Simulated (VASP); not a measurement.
PbO2 (fluorite type), 3 atoms in the cell. The structure is cubic, space group Fm-3m (No. 225). Conventional cell: a = 5.375 Å, b = 5.375 Å, c = 5.375 Å, α = 90.00°, β = 90.00°, γ = 90.00°. Pb (site symmetry m-3m) has 8 O at 2.33 Å within 3.1 Å. Within 3.1 Å of O (site symmetry -43m) lie 4 Pb at 2.33 Å and 6 O at 2.69 Å. 

| Item | Value |
| --- | --- |
| Program | VASP 6.6.1 |
| Task | single point |
| Functional | r2SCAN |
| Potentials or basis | VASP PAW PBE potentials, release 64 (Pb_d, O) |
| Cutoff | 520 eV |
| k mesh | 11 × 11 × 11 |
| Occupations | fermi-dirac, width 0.1 eV |
| Spin | no spin polarisation |
| Dipole correction | no |
| Further INCAR settings | ALGO = Normal; EDIFF = 1e-07; NBANDS = 20 |

Potentials or basis: VASP PAW PBE potentials, release 64 (Pb_d, O).

Command:

```bash
$ cat potpaw_PBE.64/Pb_d/POTCAR potpaw_PBE.64/O/POTCAR > POTCAR
$ cp INCAR.step1 INCAR
$ mpirun -np 1 vasp_std > vasp.out
$ cp INCAR.step2 INCAR
$ mpirun -np 1 vasp_std > vasp.out
```

Hardware: 1 thread of Intel(R) Xeon(R) Platinum 8488C (Sapphire Rapids) (shared host).

**Question.** How long does it take, and how much memory?

**Answer.** It took 2.2 min on 1 thread of Intel(R) Xeon(R) Platinum 8488C (Sapphire Rapids), with other jobs on the host, peak memory 0.19 GiB. Counts: k points 56.
